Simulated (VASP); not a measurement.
Write the native input for VASP 6.6.1 that does the following.

- Task: single point
- Functional: PBE
- Potentials or basis: VASP PAW PBE potentials, release 64 (B, O)
- Cutoff: 600 eV
- k mesh: 10 × 10 × 10
- Occupations: gaussian, width 0.1 eV
- Spin: no spin polarisation
- Dipole correction: no
- Further INCAR settings: ALGO = Normal; EDIFF = 1e-06; NBANDS = 24

The structure of BO2 lies in POSCAR:

```
BO2
1.0
    0.0000000000      3.0250889808      3.0250889808
    3.0250889808      0.0000000000      3.0250889808
    3.0250889808      3.0250889808      0.0000000000
B O
2 4
Direct
    0.5000000000      0.5000000000      0.5000000000
    0.7500000000      0.7500000000      0.7500000000
    0.1250000000      0.1250000000      0.1250000000
    0.6250000000      0.1250000000      0.1250000000
    0.1250000000      0.1250000000      0.6250000000
    0.1250000000      0.6250000000      0.1250000000
```

These files were run (other wordings do the same):

INCAR

```
SYSTEM = BO2
ALGO     = Normal         ! electronic algorithm
EDIFF    = 1E-6           ! SCF threshold, eV
ENCUT    = 600            ! plane-wave cutoff, eV
GGA      = PE             ! functional
GGA_COMPAT= .False.      
ISIF     = 2              ! what is computed and relaxed
ISMEAR   = 0              ! smearing method
LASPH    = .True.         ! aspherical terms in the spheres
LCHARG   = .False.        ! write CHGCAR
LREAL    = .False.        ! projectors in reciprocal space
LWAVE    = .False.        ! write WAVECAR
NBANDS   = 24             ! bands
NELM     = 120            ! most SCF steps
PREC     = Accurate       ! precision mode
SIGMA    = 0.1            ! smearing width, eV
```

KPOINTS

```
k-points
0
Gamma
  10 10 10
  0 0 0
```

Potentials or basis: VASP PAW PBE potentials, release 64 (B, O).

The run is started by

```console
$ cat potpaw_PBE.64/B/POTCAR potpaw_PBE.64/O/POTCAR > POTCAR
$ mpirun -np 1 vasp_std > vasp.out
```

It gave:

- Pressure: -0.3 GPa
- Band gap on the k mesh: zero (bands 15 and 16 overlap by 0.73 eV)

It took 92 s on 1 thread of Intel Xeon 8259CL (shared host), peak memory 0.22 GiB.
